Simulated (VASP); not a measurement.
# LiSm (Fd-3m) in VASP: relaxation of cell and atoms with PBE

Aim: the relaxation of cell and atoms of LiSm with PBE.

Everything below comes from runs of VASP 6.6.1. Logs are shortened: lines on timing, memory, paths and dates and some standing lists are left out, and cuts for length are marked.

**1. The cell of the first run**

The structure is cubic, space group Fd-3m (No. 227). Conventional cell: a = 7.445 Å, b = 7.445 Å, c = 7.445 Å, α = 90.00°, β = 90.00°, γ = 90.00°. Within 4.2 Å of Li (site symmetry -43m) lie 4 Li at 3.22 Å and 10 Sm at 3.22 to 3.72 Å. Within 4.2 Å of Sm (site symmetry -43m) lie 10 Li at 3.22 to 3.72 Å and 4 Sm at 3.22 Å.

The cell was generated, and may not be a known phase.

**2. Relaxation of cell and atoms, PBE**

INCAR reads:

```
PREC = Accurate
ENCUT = 750
EDIFF = 1E-7
ISMEAR = 0
SIGMA = 0.1
LREAL = False
LASPH = True
NELM = 200
ALGO = Normal
ISIF = 3
LWAVE = False
LCHARG = False
GGA = PE
IBRION = 2
NSW = 100
EDIFFG = -0.01
GGA_COMPAT = False
NELMIN = 4
LMAXMIX = 6
```

KPOINTS reads:

```
Automatic mesh
0
Gamma
  12 12 12
```

POSCAR reads:

```
LiSm
1.0
    0.0000000000      3.7222962475      3.7222962475
    3.7222962475      0.0000000000      3.7222962475
    3.7222962475      3.7222962475      0.0000000000
Li Sm
2 2
Direct
    0.5000000000      0.5000000000      0.5000000000
    0.7500000000      0.7500000000      0.7500000000
    0.0000000000      0.0000000000      0.0000000000
    0.2500000000      0.2500000000      0.2500000000
```

Potentials or basis: VASP PAW PBE potentials, release 64 (Li_sv, Sm_3), 4f in core.

Command:

```console
cat potpaw_PBE.64/Li_sv/POTCAR potpaw_PBE.64/Sm_3/POTCAR > POTCAR
mpirun -np 1 vasp_std > vasp.out
```

OUTCAR:

```text
PREC = Accurate
   ENCUT = 750
   EDIFF = 1E-7
   ISMEAR = 0
   LREAL = False
   LASPH = True
   NELM = 200
   ISIF = 3
   GGA = PE
   IBRION = 2
   NSW = 100
   EDIFFG = -0.01
   NELMIN = 4

 ion  position               nearest neighbor table
   1  0.500  0.500  0.500-
   2  0.750  0.750  0.750-
   3  0.000  0.000  0.000-   4 3.22   4 3.22   4 3.22   4 3.22
   4  0.250  0.250  0.250-   3 3.22   3 3.22   3 3.22   3 3.22

  LATTYP: Found a face centered cubic cell.
 ALAT       =     7.4445924950

  Lattice vectors:

 A1 = (   0.0000000000,   3.7222962475,   3.7222962475)
 A2 = (   3.7222962475,   0.0000000000,   3.7222962475)
 A3 = (   3.7222962475,   3.7222962475,   0.0000000000)

Analysis of symmetry for initial positions (statically):
=====================================================================
 Subroutine PRICEL returns:
 Original cell was already a primitive cell.

 Routine SETGRP: Setting up the symmetry group for a
 face centered cubic supercell.

 Subroutine GETGRP returns: Found 48 space group operations
 (whereof 24 operations were pure point group operations)
 out of a pool of 48 trial point group operations.

The static configuration has the point symmetry T_d .
 The point group associated with its full space group is O_h .

Analysis of symmetry for dynamics (positions and initial velocities):
=====================================================================
 Subroutine PRICEL returns:
 Original cell was already a primitive cell.

 Routine SETGRP: Setting up the symmetry group for a
 face centered cubic supercell.

 Subroutine GETGRP returns: Found 48 space group operations
 (whereof 24 operations were pure point group operations)
 out of a pool of 48 trial point group operations.

The dynamic configuration has the point symmetry T_d .
 The point group associated with its full space group is O_h .

 Subroutine INISYM returns: Found 48 space group operations
 (whereof 24 operations are pure point group operations),
 and found     1 'primitive' translations

----------------------------------------------------------------------------------------

                                     Primitive cell

  volume of cell :     103.1485

  direct lattice vectors                    reciprocal lattice vectors
     0.000000000  3.722296248  3.722296248    -0.134325687  0.134325687  0.134325687
     3.722296248  0.000000000  3.722296248     0.134325687 -0.134325687  0.134325687
     3.722296248  3.722296248  0.000000000     0.134325687  0.134325687 -0.134325687

  length of vectors
     5.264121836  5.264121836  5.264121836     0.232658914  0.232658914  0.232658914

  position of ions in fractional coordinates (direct lattice)
     0.500000000  0.500000000  0.500000000
     0.750000000  0.750000000  0.750000000
     0.000000000  0.000000000  0.000000000
     0.250000000  0.250000000  0.250000000

  ion indices of the primitive-cell ions
   primitive index   ion index
                 1           1
                 2           2
                 3           3
                 4           4

----------------------------------------------------------------------------------------

 KPOINTS: Automatic mesh

Automatic generation of k-mesh.
 Grid dimensions read from file:
 generate k-points for:   12   12   12

 Generating k-lattice:

  Cartesian coordinates                     Fractional coordinates (reciprocal lattice)
    -0.011193807  0.011193807  0.011193807     0.083333333  0.000000000  0.000000000
     0.011193807 -0.011193807  0.011193807     0.000000000  0.083333333  0.000000000
     0.011193807  0.011193807 -0.011193807     0.000000000  0.000000000  0.083333333

  Length of vectors
     0.019388243  0.019388243  0.019388243

  Shift w.r.t. Gamma in fractional coordinates (k-lattice)
     0.000000000  0.000000000  0.000000000

 Subroutine IBZKPT returns following result:
 ===========================================

 Found     72 irreducible k-points:

 Following reciprocal coordinates:
            Coordinates               Weight
  0.000000  0.000000  0.000000      1.000000
  0.083333  0.000000  0.000000      8.000000
  0.166667  0.000000  0.000000      8.000000
  0.250000  0.000000  0.000000      8.000000
  0.333333  0.000000  0.000000      8.000000
  0.416667  0.000000  0.000000      8.000000
[... 16 lines left out ...]
  0.500000  0.166667  0.000000     24.000000
 -0.416667  0.166667  0.000000     24.000000
 [... further k-points ...]
   k-points           NKPTS =     72   k-points in BZ     NKDIM =     72   number of bands    NBANDS=     18
   number of dos      NEDOS =    301   number of ions     NIONS =      4
   total plane-waves  NPLWV = 110592
   dimension x,y,z NGX =    48 NGY =   48 NGZ =   48
   dimension x,y,z NGXF=    96 NGYF=   96 NGZF=   96
   ions per type =               2   2
   NGX,Y,Z   is equivalent  to a cutoff of  15.16, 15.16, 15.16 a.u.
   NGXF,Y,Z  is equivalent  to a cutoff of  30.32, 30.32, 30.32 a.u.
 SYSTEM =  unknown system
   PREC   = accura    normal or accurate (medium, high low for compatibility)
   ISTART =      0    job   : 0-new  1-cont  2-samecut
   ICHARG =      2    charge: 1-file 2-atom 10-const
   ISPIN  =      1    spin polarized calculation?
   LNONCOLLINEAR =      F non collinear calculations
   LSORBIT =      F    spin-orbit coupling
   LASPH  =      T    aspherical Exc in radial PAW
   ENCUT  =  750.0 eV  55.12 Ry    7.42 a.u.  11.75 11.75 11.75*2*pi/ulx,y,z
   NELM   =    200;   NELMIN=  4; NELMDL= -5     # of ELM steps
   EDIFF  = 0.1E-06   stopping-criterion for ELM
   LREAL  =      F    real-space projection
   EDIFFG = -.1E-01   stopping-criterion for IOM
   NSW    =    100    number of steps for IOM
   IBRION =      2    ionic relax: 0-MD 1-quasi-New 2-CG
   NFREE  =      1    steps in history (QN), initial steepest desc. (CG)
   ISIF   =      3    stress and relaxation
   ISYM   =      2    0-nonsym 1-usesym 2-fastsym
   POTIM  = 0.5000    time-step for ionic-motion
   TEBEG  =    0.0;   TEEND  =   0.0 temperature during run
   PSTRESS=    0.0 pullay stress
   NELECT =      28.0000    total number of electrons
   NUPDOWN=      -1.0000    fix difference up-down
   EMIN   =  10.00;   EMAX   =-10.00  energy-range for DOS
   EFERMI =   0.00;   METHOD = LEGACY
   ISMEAR =     0;   SIGMA  =   0.10  broadening in eV -4-tet -1-fermi 0-gaus
   EFERMI_NEDOS =   21; number of points for ismear=-14 and -15
   IALGO  =     38    algorithm
   IMIX   =      4    mixing-type and parameters
     AMIX     =   0.40;   BMIX     =  1.00
     AMIX_MAG =   1.60;   BMIX_MAG =  1.00
  volume/ion in A,a.u.               =      25.79       174.02
  Fermi-wavevector in a.u.,A,eV,Ry     =   1.060002  2.003113 15.287556  1.123604
  Thomas-Fermi vector in A             =   2.195367
   LORBIT       =      0    0 simple, 1 ext, 2 COOP (PROOUT), +10 PAW based schemes
   GGA     = PE    functional components
   LHFCALC =     F    Hartree Fock is set to
   AEXX    =    0.0000 exact exchange contribution
   IVDW    =     0    specifies the selected vdW correction
   LEPSILON=     F    determine dielectric tensor
   LRPA    =     F    only Hartree local field effects (RPA)
 conjugate gradient relaxation of ions
 non-spin polarized calculation
 Gauss-broadening in eV      SIGMA  =   0.10
  energy-cutoff  :      750.00
  volume of cell :      103.15
 maximum number of plane-waves:      4909
   NGX = 23   NGY = 23   NGZ = 23

--------------------------------------- Ionic step        1  -------------------------------------------

 number of electron      27.9999996 magnetization

 Free energy of the ion-electron system (eV)
  ---------------------------------------------------
  ext. energy  EPLUGINS =         0.00000000
  ---------------------------------------------------
  free energy    TOTEN  =       -12.04656276 eV

  energy without entropy =      -12.03216455  energy(sigma->0) =      -12.03936366

------------------------ aborting loop because EDIFF is reached ----------------------------------------

  FORCE on cell =-STRESS in cart. coord.  units (eV):
  Direction    XX          YY          ZZ          XY          YZ          ZX
  --------------------------------------------------------------------------------------
  -------------------------------------------------------------------------------------
  Total        0.1634156      0.1634156      0.1634156      0.0000000      0.0000000      0.0000000
  in kB        2.5382896      2.5382896      2.5382896      0.0000000      0.0000000      0.0000000
  external PRESSURE =       2.5382896 kB  Pullay stress =       0.0000000 kB
[... 61 lines left out ...]
  energy  without entropy=      -12.0325197182  energy(sigma->0) =      -12.03990623

--------------------------------------- Ionic step        3  -------------------------------------------

 number of electron      27.9999995 magnetization

 Free energy of the ion-electron system (eV)
  ---------------------------------------------------
  ext. energy  EPLUGINS =         0.00000000
  ---------------------------------------------------
  free energy    TOTEN  =       -12.04753296 eV

  energy without entropy =      -12.03242235  energy(sigma->0) =      -12.03997766

 E-fermi :   2.2533     XC(G=0):  -8.8858

 val. band max:        2.2313580752   @ k =   0.1667   0.0000   0.0000
 cond. band min:       2.2615722658   @ k =  -0.3333   0.3333   0.0000
 fundamental gap:      0.0302141907
 Fermi energy:         2.2533156393

 k-point     1 :       0.0000    0.0000    0.0000
  band No.  band energies     occupation
      1     -43.5015      2.00000
      2     -43.4949      2.00000
      3     -39.3145      2.00000
      4     -39.0846      2.00000
      5     -18.9535      2.00000
      6     -18.9535      2.00000
[... 10 lines left out ...]
     17       3.3262      0.00000
     18       3.3262      0.00000
[... 466 lines left out ...]
      2     -43.4967      2.00000
      3     -39.2485      2.00000
      4     -39.1522      2.00000
      5     -19.0798      2.00000
      6     -19.0380      2.00000
[... 10 lines left out ...]
     17       2.9573      0.00000
     18       4.2860      0.00000

 [... further k-points ...]

------------------------ aborting loop because EDIFF is reached ----------------------------------------

  FORCE on cell =-STRESS in cart. coord.  units (eV):
  Direction    XX          YY          ZZ          XY          YZ          ZX
  --------------------------------------------------------------------------------------
  -------------------------------------------------------------------------------------
  Total        0.0089302      0.0089302      0.0089302     -0.0000000      0.0000000      0.0000000
  in kB        0.1371691      0.1371691      0.1371691     -0.0000000      0.0000000      0.0000000
  external PRESSURE =       0.1371691 kB  Pullay stress =       0.0000000 kB
[... 19 lines left out ...]
  FREE ENERGIE OF THE ION-ELECTRON SYSTEM (eV)
  ---------------------------------------------------
  free  energy   TOTEN  =       -12.0475329626 eV

  energy  without entropy=      -12.0324223490  energy(sigma->0) =      -12.03997766

 reached required accuracy - stopping structural energy minimisation
```

It took 5.9 min on 1 thread of AMD EPYC 9R45 (Zen 5), shared host; peak memory 0.44 GiB.

Results:

```yaml
Free_energy: -12.0475 eV
Relaxed_volume: 26.08 Å³/atom
Relaxed_cell: a = 5.284 Å, b = 5.284 Å, c = 5.284 Å, α = 60.00°, β = 60.00°, γ = 60.00°
Space_group_after_relaxing_to_0.1_Å: Fd-3m (No. 227)
Energy_gained_by_relaxing: 0.2 meV/atom
Ionic_steps: 3
Pressure_after_relaxing: 0.0 GPa
Band_gap_on_the_k_mesh: zero (bands 14 and 15 overlap by 0.57 eV)
```

The path:
```
step  energy change (eV)  largest force (eV/Å)  pressure (GPa)  volume (Å³)
   1              0.0000                0.0000            0.25       103.15
   2             -0.0007                0.0000            0.13       103.76
   3             -0.0010                0.0000            0.01       104.31
```

Final structure:
```cif
data_structure
_symmetry_space_group_name_H-M 'P 1'
_symmetry_Int_Tables_number 1
_cell_length_a 5.2838
_cell_length_b 5.2838
_cell_length_c 5.2838
_cell_angle_alpha 60.000
_cell_angle_beta 60.000
_cell_angle_gamma 60.000
_cell_volume 104.31
loop_
_atom_site_label
_atom_site_type_symbol
_atom_site_fract_x
_atom_site_fract_y
_atom_site_fract_z
_atom_site_occupancy
Li1 Li 0.50000 0.50000 0.50000 1
Li2 Li 0.75000 0.75000 0.75000 1
Sm1 Sm 0.00000 0.00000 0.00000 1
Sm2 Sm 0.25000 0.25000 0.25000 1
```

Caveat: spin-orbit coupling is left out, which moves the levels of the heavy elements; the 4f electrons are frozen in the core, so they carry no moment and show no levels. Spin polarisation is off, so any magnetic state and its effect on volume and gap are missing.

The gap in the log of VASP goes by the Fermi energy; the results here count the filled bands.